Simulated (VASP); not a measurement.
MgO, 2 atoms in the cell. It takes space group Immm (No. 71, orthorhombic). The conventional cell has a = 2.967 Å, b = 2.997 Å, c = 4.217 Å, α = 90.00°, β = 90.00°, γ = 90.00°. Within 2.8 Å of Mg (site symmetry mmm) lie 6 O at 2.11 Å. Within 2.8 Å of O (site symmetry mmm) lie 6 Mg at 2.11 Å. 

| Property | Result |
| --- | --- |
| Program | VASP 6.6.1 |
| Task | single point |
| Functional | LDA |
| Potentials or basis | VASP PAW LDA potentials, release 64 (Mg_sv, O) |
| Cutoff | 840 eV |
| k mesh | 8 × 8 × 8 |
| Occupations | fermi-dirac, width 0.02 eV |
| Spin | no spin polarisation |
| Dipole correction | no |
| Further INCAR settings | ALGO = Normal; EDIFF = 1e-06; NBANDS = 15 |

Potentials or basis: VASP PAW LDA potentials, release 64 (Mg_sv, O).

Run with:

```sh
$ cat potpaw_LDA.64/Mg_sv/POTCAR potpaw_LDA.64/O/POTCAR > POTCAR
$ mpirun -np 1 vasp_std > vasp.out
```

Hardware: 1 thread of Intel(R) Xeon(R) Platinum 8259CL CPU @ 2.50GHz (Skylake/Cascade Lake), with other jobs on the host.

Q: Estimate the wall time of this run.

A: It took 49 s on 1 thread of Intel(R) Xeon(R) Platinum 8259CL CPU @ 2.50GHz (Skylake/Cascade Lake), with other jobs on the host, peak memory 0.17 GiB. Counts: scf iterations 12, k points 95.
